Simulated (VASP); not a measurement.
Runs of VASP 6.6.1 on Ti. The structure is that of space group P6_3/mmc (No. 194), or close to it. The cells are those of the table. 

| cell | gap on the mesh (eV) | pressure (GPa) |
| --- | --- | --- |
| a = 3.064, b = 3.064, c = 4.860 Å, angles 90.0, 90.0, 120.0°, 2 atoms | none | -11.4 |
| a = 3.027, b = 3.027, c = 4.802 Å, angles 90.0, 90.0, 120.0°, 2 atoms | none | -8.7 |
| a = 2.950, b = 2.950, c = 4.680 Å, angles 90.0, 90.0, 120.0°, 2 atoms | none | (a) |
| a = 2.989, b = 2.989, c = 4.742 Å, angles 90.0, 90.0, 120.0°, 2 atoms | none | -5.6 |
| a = 2.910, b = 2.910, c = 4.617 Å, angles 90.0, 90.0, 120.0°, 2 atoms | none | (b) |

Alike in all rows: task single point; level PBE; potentials or basis VASP PAW PBE potentials, release 64 (Ti_sv); no spin polarisation; k mesh 11 × 11 × 6; cutoff (eV) 520; smearing methfessel-paxton 0.15 eV.

Question: Estimate the missing entries.

Answer: (a) -1.7; (b) 2.8.

A gap of «none» marks levels without a gap at the run's occupations.
